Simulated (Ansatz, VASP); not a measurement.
**Two plane-wave programs on Na**

Contents of INCAR:

```
SYSTEM = Na
PREC = Accurate
ENCUT = 520
EDIFF = 1E-7
ISMEAR = 0
SIGMA = 0.15
LREAL = .FALSE.
LASPH = .TRUE.
NELM = 100
ALGO = Fast
ISIF = 2
LWAVE = .FALSE.
LCHARG = .FALSE.
GGA = PS
NBANDS = 14
```

KPOINTS

```
Automatic mesh
0
G
  12 12 8
  0 0 0
```

Contents of POSCAR:

```
Na
1.0
    3.8611760225      0.0000000000      0.0000000000
   -1.9305880113      3.3438765240      0.0000000000
    0.0000000000      0.0000000000      5.8463000000
Na
2
Direct
    0.3333333333      0.6666666667      0.2500000000
    0.6666666667      0.3333333333      0.7500000000
```

Input for Ansatz:

```yaml
crystal:
  lattice:
    - [3.8611760225, 0.0, 0.0]
    - [-1.9305880113, 3.343876524, 0.0]
    - [0.0, 0.0, 5.8463]
  atoms:
    - { symbol: Na, position: [0.3333333333, 0.6666666667, 0.25] }
    - { symbol: Na, position: [0.6666666667, 0.3333333333, 0.75] }
basis:
  ecutwfc: 420
kpoints:
  mp_grid: { grid: [12, 12, 8] }
hamiltonian:
  xc: pbesol
scf:
  occupations: { method: gaussian, width: 0.15 }
output:
  forces: true
  stress: true
  eigenvalues: true
```

Change from the starting cell: strain +0.025 along x and y, -0.050 along z, atoms carried along.

Alike in both runs: task single point; functional PBEsol; k mesh 12 × 12 × 8; occupations gaussian, width 0.15 eV; no spin polarisation.

|  | VASP | Ansatz |
| --- | --- | --- |
| version | VASP 6.6.1 | Ansatz 0.2.0 |
| potentials or method | VASP PAW PBE potentials, release 64 (Na_pv), cutoff 520 eV | scalar-relativistic, plane waves, PAW |
| valence electrons in the cell | 14 | 18 |

```csv
,VASP,Ansatz,Ansatz less VASP
gap on the k mesh at the Fermi level (eV),none,none,-
pressure (GPa),-0.2,-0.3,-0.07
"traceless stress, the component that is largest in VASP (GPa)",0.51,0.51,+0.001
```

VASP's potentials were made for PBE, not for PBEsol. A gap of «none» marks a metal or a gap that the smearing closes. With one functional, cell and mesh, what is left measures potentials, basis and numerics. VASP's potentials hold 14 valence electrons a cell and Ansatz's 18, so a difference there can come from the potentials and not from the codes.
